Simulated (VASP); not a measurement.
# Pd (Fm-3m) in VASP: further runs

Pd is run at these levels: PBE0, r2SCANh, PBEsol+D3(BJ), RPBE, SVWN5; tasks: single point, relaxation of cell and atoms.

Program: VASP 6.6.1. These are calculated values, not measurements. Logs are shortened: lines on timing, memory, paths and dates and some standing lists are left out, and cuts for length are marked.

## 1. The cell of the first run

The structure is cubic, space group Fm-3m (No. 225). Conventional cell: a = 3.840 Å, b = 3.840 Å, c = 3.840 Å, α = 90.00°, β = 90.00°, γ = 90.00°. Pd (site symmetry m-3m) has 12 Pd at 2.72 Å within 3.6 Å.

## 2. Single point, PBE0

Input file POSCAR:

```
Pd
1.0
    0.0000000000      1.9201927211      1.9201927211
    1.9201927211      0.0000000000      1.9201927211
    1.9201927211      1.9201927211      0.0000000000
Pd
1
Direct
    0.0000000000      0.0000000000      0.0000000000
```

Input file INCAR.step1:

```
SYSTEM = Pd
PREC = Accurate
ENCUT = 520
EDIFF = 1E-5
ISMEAR = -1
SIGMA = 0.05
LREAL = .False.
LASPH = .True.
NELM = 80
ALGO = Normal
ISIF = 2
LWAVE = .True.
LCHARG = .False.
GGA = PE
NBANDS = 11
```

Input file INCAR.step2:

```
SYSTEM = Pd
PREC = Accurate
ENCUT = 520
EDIFF = 1E-7
ISMEAR = -1
SIGMA = 0.05
LREAL = .False.
LASPH = .True.
NELM = 80
ALGO = Normal
ISIF = 2
LWAVE = .False.
LCHARG = .False.
GGA = PE
LHFCALC = .True.
AEXX = 0.25
PRECFOCK = Normal
ISTART = 1
NBANDS = 11
```

Input file KPOINTS:

```
regular mesh
0
Gamma
  8 8 8
  0 0 0
```

Potentials or basis: VASP PAW PBE potentials, release 64 (Pd).

Run with:

```sh
$ cat potpaw_PBE.64/Pd/POTCAR > POTCAR
$ cp INCAR.step1 INCAR
$ mpirun -np 1 vasp_std > vasp.out
$ cp INCAR.step2 INCAR
$ mpirun -np 1 vasp_std > vasp.out
```

OUTCAR:

```text
SYSTEM = Pd
   PREC = Accurate
   ENCUT = 520
   EDIFF = 1E-7
   ISMEAR = -1
   LREAL = .False.
   LASPH = .True.
   NELM = 80
   ISIF = 2
   GGA = PE
   LHFCALC = .True.
   AEXX = 0.25
   PRECFOCK = Normal
   ISTART = 1

 ion  position               nearest neighbor table
   1  0.000  0.000  0.000-

  LATTYP: Found a face centered cubic cell.
 ALAT       =     3.8403854422

  Lattice vectors:

 A1 = (   0.0000000000,   1.9201927211,   1.9201927211)
 A2 = (   1.9201927211,   0.0000000000,   1.9201927211)
 A3 = (   1.9201927211,   1.9201927211,   0.0000000000)

Analysis of symmetry for initial positions (statically):
[... 33 lines left out ...]
                                     Primitive cell

  volume of cell :      14.1600

  direct lattice vectors                    reciprocal lattice vectors
     0.000000000  1.920192721  1.920192721    -0.260390530  0.260390530  0.260390530
     1.920192721  0.000000000  1.920192721     0.260390530 -0.260390530  0.260390530
     1.920192721  1.920192721  0.000000000     0.260390530  0.260390530 -0.260390530

  length of vectors
     2.715562589  2.715562589  2.715562589     0.451009627  0.451009627  0.451009627

  position of ions in fractional coordinates (direct lattice)
     0.000000000  0.000000000  0.000000000

  ion indices of the primitive-cell ions
   primitive index   ion index
                 1           1

----------------------------------------------------------------------------------------

 KPOINTS: regular mesh

Automatic generation of k-mesh.
 Grid dimensions read from file:
 generate k-points for:    8    8    8

 Generating k-lattice:

  Cartesian coordinates                     Fractional coordinates (reciprocal lattice)
    -0.032548816  0.032548816  0.032548816     0.125000000  0.000000000  0.000000000
     0.032548816 -0.032548816  0.032548816     0.000000000  0.125000000  0.000000000
     0.032548816  0.032548816 -0.032548816     0.000000000  0.000000000  0.125000000

  Length of vectors
     0.056376203  0.056376203  0.056376203

  Shift w.r.t. Gamma in fractional coordinates (k-lattice)
     0.000000000  0.000000000  0.000000000

 Subroutine IBZKPT returns following result:
 ===========================================

 Found     29 irreducible k-points:

 Following reciprocal coordinates:
            Coordinates               Weight
  0.000000  0.000000  0.000000      1.000000
  0.125000  0.000000  0.000000      8.000000
  0.250000  0.000000  0.000000      8.000000
  0.375000  0.000000  0.000000      8.000000
  0.500000  0.000000  0.000000      4.000000
  0.125000  0.125000  0.000000      6.000000
[... 16 lines left out ...]
  0.500000  0.250000  0.125000     48.000000
 -0.375000  0.250000  0.125000     24.000000
 [... further k-points ...]
   k-points           NKPTS =     29   k-points in BZ     NKDIM =    512   number of bands    NBANDS=     11
   number of dos      NEDOS =    301   number of ions     NIONS =      1
   total plane-waves  NPLWV =   8000
   dimension x,y,z NGX =    20 NGY =   20 NGZ =   20
   dimension x,y,z NGXF=    40 NGYF=   40 NGZF=   40
   ions per type =               1
   NGX,Y,Z   is equivalent  to a cutoff of  12.24, 12.24, 12.24 a.u.
   NGXF,Y,Z  is equivalent  to a cutoff of  24.49, 24.49, 24.49 a.u.
 SYSTEM =  Pd
   PREC   = accura    normal or accurate (medium, high low for compatibility)
   ISTART =      1    job   : 0-new  1-cont  2-samecut
   ICHARG =      0    charge: 1-file 2-atom 10-const
   ISPIN  =      1    spin polarized calculation?
   LNONCOLLINEAR =      F non collinear calculations
   LSORBIT =      F    spin-orbit coupling
   LASPH  =      T    aspherical Exc in radial PAW
   ENCUT  =  520.0 eV  38.22 Ry    6.18 a.u.   5.05  5.05  5.05*2*pi/ulx,y,z
   NELM   =     80;   NELMIN=  2; NELMDL=  0     # of ELM steps
   EDIFF  = 0.1E-06   stopping-criterion for ELM
   LREAL  =      F    real-space projection
   EDIFFG = 0.1E-05   stopping-criterion for IOM
   NSW    =      0    number of steps for IOM
   IBRION =     -1    ionic relax: 0-MD 1-quasi-New 2-CG
   NFREE  =      0    steps in history (QN), initial steepest desc. (CG)
   ISIF   =      2    stress and relaxation
   ISYM   =      3    0-nonsym 1-usesym 2-fastsym
   POTIM  = 0.5000    time-step for ionic-motion
   TEBEG  =    0.0;   TEEND  =   0.0 temperature during run
   PSTRESS=    0.0 pullay stress
   NELECT =      10.0000    total number of electrons
   NUPDOWN=      -1.0000    fix difference up-down
   EMIN   =  10.00;   EMAX   =-10.00  energy-range for DOS
   EFERMI =   0.00;   METHOD = LEGACY
   ISMEAR =    -1;   SIGMA  =   0.05  broadening in eV -4-tet -1-fermi 0-gaus
   EFERMI_NEDOS =   21; number of points for ismear=-14 and -15
   IALGO  =     38    algorithm
   IMIX   =      1    mixing-type and parameters
     AMIX     =   0.40;   BMIX     =  1.00
     AMIX_MAG =   1.60;   BMIX_MAG =  1.00
  volume/ion in A,a.u.               =      14.16        95.56
  Fermi-wavevector in a.u.,A,eV,Ry     =   1.457874  2.754983 28.917779  2.125397
  Thomas-Fermi vector in A             =   2.574625
   LORBIT       =      0    0 simple, 1 ext, 2 COOP (PROOUT), +10 PAW based schemes
   GGA     = PE    functional components
   LHFCALC =     T    Hartree Fock is set to
   PRECFOCK=normal    Normal, Fast or Accurate (Low or Medium for compatibility)
   ENCUT4O =  -1.0   cutoff for four orbital integrals eV
   NKREDX  =     1    reduce k-point grid by
   NKREDY  =     1    reduce k-point grid by
   NKREDZ  =     1    reduce k-point grid by
   AEXX    =    0.2500 exact exchange contribution
   HFSCREEN=    0.0000 screening length (either q_TF or 0.3 A-1)
   HFSCREENC=   0.0000 screening length for correlation (either q_TF or 0.3 A-1)
   ENCUTFOCK=  -1.0 apply spherical cutoff to Coloumb kernel
   IVDW    =     0    specifies the selected vdW correction
   LEPSILON=     F    determine dielectric tensor
   LRPA    =     F    only Hartree local field effects (RPA)
 non-spin polarized calculation
  energy-cutoff  :      520.00
  volume of cell :       14.16
 maximum number of plane-waves:       392
  NGX = 16; NGY = 16; NGZ = 16

 number of electron      10.0000005 magnetization

 Free energy of the ion-electron system (eV)
  ---------------------------------------------------
  ext. energy  EPLUGINS =         0.00000000
  ---------------------------------------------------
  free energy    TOTEN  =        -6.48385859 eV

  energy without entropy =       -6.48263477  energy(sigma->0) =       -6.48324668

 E-fermi :   9.6869     XC(G=0): -10.4941

 val. band max:        9.4977422792   @ k =  -0.3750   0.3750   0.1250
 cond. band min:       9.9527291147   @ k =   0.5000   0.2500   0.0000
 fundamental gap:      0.4549868355
 Fermi energy:         9.6869092092

 k-point     1 :       0.0000    0.0000    0.0000
  band No.  band energies     occupation
      1       1.5677      2.00000
      2       5.8786      2.00000
      3       5.8786      2.00000
      4       5.8786      2.00000
      5       7.6168      2.00000
      6       7.6168      2.00000
      7      28.9527      0.00000
      8      34.1715      0.00000
      9      34.1715      0.00000
     10      34.1715      0.00000
     11      39.4027      0.00000

 k-point     2 :       0.1250    0.0000    0.0000
  band No.  band energies     occupation
      1       2.2109      2.00000
      2       5.7097      2.00000
      3       6.0853      2.00000
      4       6.0853      2.00000
      5       7.5618      2.00000
      6       7.5618      2.00000
      7      29.5368      0.00000
      8      31.3401      0.00000
      9      34.9029      0.00000
     10      34.9029      0.00000
     11      40.0055      0.00000

 k-point     3 :       0.2500    0.0000    0.0000
  band No.  band energies     occupation
      1       3.3212      2.00000
      2       6.1696      2.00000
      3       6.1696      2.00000
      4       6.2029      2.00000
      5       7.9668      2.00000
      6       7.9668      2.00000
      7      26.7155      0.00000
      8      30.1448      0.00000
      9      36.3429      0.00000
     10      36.3429      0.00000
     11      38.4847      0.00000

 k-point     4 :       0.3750    0.0000    0.0000
  band No.  band energies     occupation
      1       3.2952      2.00000
      2       5.8763      2.00000
      3       5.8763      2.00000
      4       8.8781      2.00000
      5       8.8781      2.00000
      6       8.9401      2.00000
      7      22.0888      0.00000
      8      28.8759      0.00000
      9      34.7747      0.00000
     10      34.7747      0.00000
     11      39.4948      0.00000

 k-point     5 :       0.5000    0.0000    0.0000
  band No.  band energies     occupation
      1       3.1416      2.00000
      2       5.7253      2.00000
      3       5.7253      2.00000
      4       9.3194      1.99871
      5       9.3194      1.99871
      6      11.5925      0.00000
      7      19.3262      0.00000
      8      28.2466      0.00000
      9      33.6086      0.00000
     10      33.6086      0.00000
     11      40.2663      0.00000
[... 211 lines left out ...]
 k-point    21 :       0.5000    0.5000    0.0000
  band No.  band energies     occupation
      1       2.8401      2.00000
      2       3.2250      2.00000
      3       9.0645      1.99999
      4      10.4596      0.00000
      5      10.4596      0.00000
      6      14.3865      0.00000
      7      23.0209      0.00000
      8      25.1751      0.00000
      9      25.1751      0.00000
     10      34.3489      0.00000
     11      34.4754      0.00000

 k-point    22 :       0.3750    0.2500    0.1250
  band No.  band energies     occupation
      1       4.3869      2.00000
      2       4.7080      2.00000
      3       5.9044      2.00000
      4       7.4771      2.00000
      5       7.6203      2.00000
      6      10.5548      0.00000
      7      27.2311      0.00000
      8      28.2565      0.00000
      9      31.6667      0.00000
     10      34.2943      0.00000
     11      38.7485      0.00000

 k-point    23 :       0.5000    0.2500    0.1250
  band No.  band energies     occupation
      1       4.2776      2.00000
      2       5.1191      2.00000
      3       5.7936      2.00000
      4       7.1392      2.00000
      5       8.7193      2.00000
      6      13.4830      0.00000
      7      22.7813      0.00000
      8      27.3767      0.00000
      9      29.5943      0.00000
     10      34.6003      0.00000
     11      38.4402      0.00000

 k-point    24 :      -0.3750    0.2500    0.1250
  band No.  band energies     occupation
      1       4.2030      2.00000
      2       4.8676      2.00000
      3       6.4549      2.00000
      4       6.8191      2.00000
      5       9.1677      1.99994
      6      16.1463      0.00000
      7      19.3165      0.00000
      8      27.7545      0.00000
      9      28.3809      0.00000
     10      33.5445      0.00000
     11      39.6088      0.00000

 [... further k-points ...]
[... 5 lines left out ...]
  --------------------------------------------------------------------------------------
  -------------------------------------------------------------------------------------
  Total        1.0327606      1.0327606      1.0327606      0.0000000      0.0000000      0.0000000
  in kB      116.8545953    116.8545953    116.8545953      0.0000000      0.0000000      0.0000000
  external PRESSURE =     116.8545953 kB  Pullay stress =       0.0000000 kB

 VOLUME and BASIS-vectors are now :
 -----------------------------------------------------------------------------
  energy-cutoff  :      520.00
  volume of cell :       14.16
      direct lattice vectors                 reciprocal lattice vectors
     0.000000000  1.920192721  1.920192721    -0.260390530  0.260390530  0.260390530
     1.920192721  0.000000000  1.920192721     0.260390530 -0.260390530  0.260390530
     1.920192721  1.920192721  0.000000000     0.260390530  0.260390530 -0.260390530

 POSITION                                       TOTAL-FORCE (eV/Angst)
 -----------------------------------------------------------------------------------
      0.00000      0.00000      0.00000         0.000000     -0.000000      0.000000
 -----------------------------------------------------------------------------------
    total drift:                               -0.000000      0.000000     -0.000000

  FREE ENERGIE OF THE ION-ELECTRON SYSTEM (eV)
  ---------------------------------------------------
  free  energy   TOTEN  =        -6.4838585868 eV

  energy  without entropy=       -6.4826347742  energy(sigma->0) =       -6.48324668
```

It took 46 min on 1 thread of AMD EPYC 7R43 (Zen 3), shared host; peak memory 0.12 GiB.

What came out:

```yaml
Free_energy: -6.4839 eV
Pressure: 11.7 GPa
Band_gap_on_the_k_mesh: zero (band 5 reaches 10.46 eV, above the bottom of band 6 at 7.56 eV)
```

Caveat: the PAW data sets were made with another functional, which shifts forces and pressure a little.

## 3. Single point, r2SCANh

This run uses another cell than the first one, of 14.75 Å³/atom, 1.042 times its volume.

Input file POSCAR:

```
Pd
1.0
    0.0000000000      1.9465000000      1.9465000000
    1.9465000000      0.0000000000      1.9465000000
    1.9465000000      1.9465000000      0.0000000000
Pd
1
Direct
    0.0000000000      0.0000000000      0.0000000000
```

Input file INCAR.step1:

```
PREC     = Accurate       # precision mode
ENCUT    = 520            # plane-wave cutoff, eV
EDIFF    = 1E-5           # SCF threshold, eV
ISMEAR   = -1             # smearing method
SIGMA    = 0.05           # smearing width, eV
LREAL    = F              # projectors in reciprocal space
LASPH    = T              # aspherical terms in the spheres
NELM     = 80             # most SCF steps
ALGO     = Normal         # electronic algorithm
ISIF     = 2              # what is computed and relaxed
LWAVE    = T              # write WAVECAR
NBANDS   = 11             # bands
GGA      = PE             # functional
```

Input file INCAR.step2:

```
PREC     = Accurate       # precision mode
ENCUT    = 520            # plane-wave cutoff, eV
EDIFF    = 1E-6           # SCF threshold, eV
ISMEAR   = -1             # smearing method
SIGMA    = 0.05           # smearing width, eV
LREAL    = F              # projectors in reciprocal space
LASPH    = T              # aspherical terms in the spheres
NELM     = 80             # most SCF steps
ALGO     = Normal         # electronic algorithm
ISIF     = 2              # what is computed and relaxed
LWAVE    = F              # write WAVECAR
LCHARG   = T              # write CHGCAR
METAGGA  = R2SCAN         # meta-GGA
LHFCALC  = T              # exact exchange
AEXX     = 0.1            # exact-exchange fraction
LMIXTAU  = T            
PRECFOCK = Normal       
LELF     = T              # ELF
LVHAR    = T            
NBANDS   = 11             # bands
ISTART   = 1
```

Input file KPOINTS:

```
regular mesh
0
Gamma
  6 6 6
```

Potentials or basis: VASP PAW PBE potentials, release 64 (Pd).

Run with:

```sh
$ cat potpaw_PBE.64/Pd/POTCAR > POTCAR
$ cp INCAR.step1 INCAR
$ mpirun -np 1 vasp_std > vasp.out
$ cp INCAR.step2 INCAR
$ mpirun -np 1 vasp_std > vasp.out
```

It took 4 min on 1 thread of Intel Xeon Platinum 8375C at 2.90GHz (Ice Lake), shared host; peak memory 0.14 GiB.

Results (log left out):

```yaml
Free_energy: -21.7163 eV
Pressure: 0.3 GPa
Band_gap_on_the_k_mesh: zero (band 5 reaches 9.76 eV, above the bottom of band 6 at 7.55 eV)
```

Levels at points of the mesh, in eV from the Fermi level:
```tsv
k point	band 2	band 3	band 4	band 5	band 6	band 7	band 8	band 9
(0.00, 0.00, 0.00)	-3.23	-3.23	-3.23	-1.64	-1.64	18.83	23.87	23.87
(0.50, 0.00, 0.00)	-3.34	-3.34	-0.17	-0.17	1.73	8.45	18.20	23.02
(0.50, 0.50, 0.00)	-5.63	-0.34	0.52	0.52	4.22	12.10	14.72	14.72
```

Caveat: the k points lie up to 0.47 Å⁻¹ apart; the PAW data sets were made with another functional, which shifts forces and pressure a little.

## 4. Relaxation of cell and atoms, PBEsol+D3(BJ)

This run uses another cell than the first one, of 14.75 Å³/atom, 1.042 times its volume.

Input file INCAR:

```
SYSTEM = Pd
PREC = Accurate ; ENCUT = 600
EDIFF = 1E-7 ; ISMEAR = -1
SIGMA = 0.05 ; LREAL = .False.
LASPH = .True. ; NELM = 60
ALGO = Normal ; ISIF = 3
LWAVE = .False. ; LCHARG = .False.
GGA = PS ; IVDW = 12
IBRION = 2 ; NSW = 60
EDIFFG = -0.01
```

Input file KPOINTS:

```
regular mesh
0
Gamma
  12 12 12
  0 0 0
```

POSCAR is that of step 3.

Run with:

```sh
$ cat potpaw_PBE.64/Pd/POTCAR > POTCAR
$ mpirun -np 1 vasp_std > vasp.out
```

It took 56 s on 1 thread of AMD EPYC 7R13, shared host; peak memory 0.14 GiB.

The run converged. Its results:

```yaml
Free_energy: -6.6192 eV
Relaxed_volume: 14.03 Å³/atom
Relaxed_cell: a = 2.707 Å, b = 2.707 Å, c = 2.707 Å, α = 60.00°, β = 60.00°, γ = 60.00°
Space_group_after_relaxing_to_0.05_Å: Fm-3m (No. 225)
Energy_gained_by_relaxing: 24.1 meV/atom
Ionic_steps: 4
Pressure_after_relaxing: -0.1 GPa
Band_gap_on_the_k_mesh: zero (band 5 reaches 10.80 eV, above the bottom of band 6 at 9.08 eV)
Dispersion_energy_per_atom: -0.654 eV
```

Step by step:
```
step  energy change (eV)  largest force (eV/Å)  pressure (GPa)  volume (Å³)
   1              0.0000                0.0000          -10.12        14.75
   2              0.0624                0.0000           25.81        12.85
   3             -0.0241                0.0000           -0.29        14.05
   4             -0.0241                0.0000           -0.06        14.03
```

Final structure:
```yaml
crystal:
  lattice:
    - [0.00000, 1.91440, 1.91440]
    - [1.91440, 0.00000, 1.91440]
    - [1.91440, 1.91440, 0.00000]
  atoms:
    - { symbol: Pd, position: [0.00000, 0.00000, 0.00000] }
```

Levels at points of the mesh, in eV from the Fermi level:
```tsv
k point	band 1	band 2	band 3	band 4	band 5	band 6	band 7	band 8	band 9
(0.00, 0.00, 0.00)	-7.61	-3.08	-3.08	-3.08	-1.30	-1.30	17.17	22.23	22.23
(0.50, 0.00, 0.00)	-5.73	-3.12	-3.12	0.00	0.00	0.84	7.70	16.54	21.52
(0.50, 0.50, 0.00)	-5.84	-5.54	-0.02	0.34	0.34	3.28	11.27	13.41	13.41
```

Caveat: the PAW data sets were made with another functional, which shifts forces and pressure a little; pairwise dispersion overbinds metals, which lowers pressure and volume.

(Part 1 of 2 ends here.)
